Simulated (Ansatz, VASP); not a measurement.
# Sn3O: VASP beside Ansatz

```xyz
8
Lattice="5.7740 0.0000 0.0000 -2.8870 5.0004 0.0000 0.0000 0.0000 5.9839" Properties=species:S:1:pos:R:3 pbc="T T T"
Sn    1.9003    0.0000    0.0000
Sn    0.9502    1.6457    2.9919
Sn   -0.9502    1.6457    0.0000
Sn    3.8737    0.0000    2.9919
Sn    1.9368    3.3547    0.0000
Sn   -1.9368    3.3547    2.9919
O     0.0000    3.3336    1.4960
O     2.8870    1.6668    4.4879
```

Alike in both runs: functional PBEsol; k mesh 6 × 6 × 6; occupations gaussian, width 0.1 eV; no spin polarisation.

Ansatz relaxed the structure, and its values are those at the end. VASP's run is a single point on that final structure, the one shown.

|  | VASP | Ansatz |
| --- | --- | --- |
| version | VASP 6.6.1 | Ansatz 0.2.0 |
| potentials or method | VASP PAW PBE potentials, release 64 (Sn_d, O), cutoff 520 eV | scalar-relativistic, plane waves, PAW |
| valence electrons in the cell | 96 | 96 |

VASP gave:

- gap on the k mesh at the Fermi level (eV): none
- pressure (GPa): 0.0
- rms of the force components (eV/Å): 0.004

Q: Estimate Ansatz's values.

A: gap on the k mesh at the Fermi level (eV): none; pressure (GPa): 0.0; rms of the force components (eV/Å): 0.001.

VASP's potentials were made for PBE, not for PBEsol. A gap of «none» marks a metal or a gap that the smearing closes. The functional is the same, so the differences come from potentials, cutoffs and numerics.
